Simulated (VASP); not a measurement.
Here is a VASP 6.6.1 calculation.

The input INCAR:

```
PREC = Accurate
ENCUT = 600
EDIFF = 1E-7
ISMEAR = 0
SIGMA = 0.1
LREAL = False
LASPH = True
NELM = 80
ALGO = Fast
ISIF = 3
LWAVE = False
LCHARG = False
GGA = PE
IBRION = 2
NSW = 100
EDIFFG = -0.01
```

File KPOINTS:

```
Automatic mesh
0
Gamma
  12 12 18
```

The input POSCAR:

```
CuRe2
1.0
    4.3680043778      0.0000000000      0.0000000000
   -2.1840021889      3.7828027550      0.0000000000
    0.0000000000      0.0000000000      2.6662317914
Cu Re
1 2
Direct
    0.0000000000      0.0000000000      0.0000000000
    0.3333333333      0.6666666667      0.5000000000
    0.6666666667      0.3333333333      0.5000000000
```

Potentials or basis: VASP PAW PBE potentials, release 64 (Cu, Re).

Launch:

```console
$ cat potpaw_PBE.64/Cu/POTCAR potpaw_PBE.64/Re/POTCAR > POTCAR
$ mpirun -np 1 vasp_std > vasp.out
```

Problem. What does it give for the band gap on the k mesh?

Solution. Zero (an odd number of electrons rules out a gap without spin polarisation).

Problem. What does it give for the space group after relaxing (to 0.1 Å)?

Solution. P6/mmm (No. 191).

Problem. Predict the relaxed cell.

Solution. a = 4.335 Å, b = 4.335 Å, c = 2.716 Å, α = 90.00°, β = 90.00°, γ = 120.00°.

Final structure:
```
Cu Re
1.0
     4.33482    0.00000    0.00000
    -2.16741    3.75407    0.00000
     0.00000    0.00000    2.71610
Cu Re
1 2
Direct
  0.00000 0.00000 0.00000
  0.33333 0.66667 0.50000
  0.66667 0.33333 0.50000
```

Caveat: spin-orbit coupling is left out, which moves the levels of the heavy elements.
